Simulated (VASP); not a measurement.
Runs of VASP 6.6.1 on Nd3Au. The structure is that of space group Im-3m (No. 229), or close to it. The cells are those of the table. The cell was generated, and may not be a known phase.

```csv
task,level,cell,k mesh,gap on the mesh (eV),pressure (GPa),relaxed volume (Å³/atom)
single point,PBE,"a = 5.484 Å, angles 109.5°, 4 atoms",4 × 4 × 4,none,0.2,-
relaxation of cell and atoms,PBE,"relaxed from a = 5.484 Å, angles 109.5°, 4 atoms",10 × 10 × 10,none,0.0,31.48
single point,PBE,"a = 5.462 Å, angles 109.5°, 4 atoms",10 × 10 × 10,none,0.2,-
single point,PBE,"a = 5.212 Å, angles 109.5°, 4 atoms",4 × 4 × 4,none,7.5,-
single point,PBE+D3(BJ),"a = 5.462 Å, angles 109.5°, 4 atoms",10 × 10 × 10,none,(a),-
relaxation of cell and atoms,PBE,"relaxed from a = 5.212 Å, angles 109.5°, 4 atoms",4 × 4 × 4,none,0.0,31.92
```

Alike in all rows: potentials or basis VASP PAW PBE potentials, release 64 (Nd_3, Au), 4f in core; no spin polarisation; cutoff (eV) 500; smearing gaussian 0.1 eV.

**Question.** Estimate the missing entries.

**Answer.** (a) -1.9.

Caveats: some runs use coarse meshes; spin-orbit coupling is left out, which moves the levels of the heavy elements; the 4f electrons are frozen in the core, so they carry no moment and show no levels; three body term missing (at least some runs); the volume moved by over 15 % at a fixed basis, so the end points are rough (at least some runs).

A k mesh can miss the band edges, and the runs leave out spin-orbit coupling on Au, Nd.

A gap of «none» marks levels without a gap at the run's occupations.
